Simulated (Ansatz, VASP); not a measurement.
## Os: VASP beside Ansatz

The input INCAR:

```
SYSTEM = Os
ALGO     = Normal         ! electronic algorithm
EDIFF    = 1E-6           ! SCF threshold, eV
ENCUT    = 520            ! plane-wave cutoff, eV
ISIF     = 2              ! what is computed and relaxed
ISMEAR   = -1             ! smearing method
LASPH    = .TRUE.         ! aspherical terms in the spheres
LCHARG   = .FALSE.        ! write CHGCAR
LREAL    = .FALSE.        ! projectors in reciprocal space
LWAVE    = .FALSE.        ! write WAVECAR
NBANDS   = 15             ! bands
NELM     = 100            ! most SCF steps
PREC     = Accurate       ! precision mode
SIGMA    = 0.05           ! smearing width, eV
```

KPOINTS

```
k-points
0
G
  13 13 7
  0 0 0
```

The input POSCAR:

```
Os
1.0
    2.7305981567      0.0000000000      0.0000000000
   -1.3652990784      2.3647673712      0.0000000000
    0.0000000000      0.0000000000      4.4235690139
Os
2
Direct
    0.2533333333      0.6266666667      0.1900000000
    0.7466666667      0.3733333333      0.8100000000
```

Input for Ansatz:

```yaml
crystal:
  lattice:
    - [2.7305981567, 0.0, 0.0]
    - [-1.3652990784, 2.3647673712, 0.0]
    - [0.0, 0.0, 4.4235690139]
  atoms:
    - { symbol: Os, position: [0.2533333333, 0.6266666667, 0.19] }
    - { symbol: Os, position: [0.7466666667, 0.3733333333, 0.81] }
kpoints:
  mp_grid: { grid: [13, 13, 7] }
scf:
  occupations: { method: fermi_dirac, width: 0.05 }
hamiltonian:
  xc: lda
  pseudopotentials: { kind: all_electron, lapw: { basis_error: 0.001 } }
output:
  forces: true
  stress: true
  eigenvalues: true
  populations: true
```

Change from the starting cell: shortest bond scaled by 0.76, LAPW.

Alike in both runs: task single point; functional LDA; k mesh 13 × 13 × 7; occupations fermi-dirac, width 0.05 eV; no spin polarisation.

|  | VASP | Ansatz |
| --- | --- | --- |
| version | VASP 6.6.1 | Ansatz 0.2.0 |
| potentials or method | VASP PAW LDA potentials, release 64 (Os), cutoff 520 eV | all-electron LAPW, scalar-relativistic |

```csv
,VASP,Ansatz,Ansatz less VASP
pressure (GPa),60.9,62.1,+1.18
"traceless stress, the component that is largest in VASP (GPa)",48.21,53.37,+5.154
rms of the force components (eV/Å),8.726,9.274,+0.5477
```

LDA's correlation is that of Perdew and Zunger in VASP and of Perdew and Wang (1992) in Ansatz. Atom by atom the forces differ by 0.576 eV/Å (rms over components). Both programs put the cell under a high pressure, so it lies far from rest at this level. Ansatz ran all-electron here, and VASP with PAW potentials. Ansatz's warnings: cushion ram shed, subspace factor ram capped.

Neither program's run includes spin-orbit coupling. Noted on VASP's run: the cell as given lies far from equilibrium.
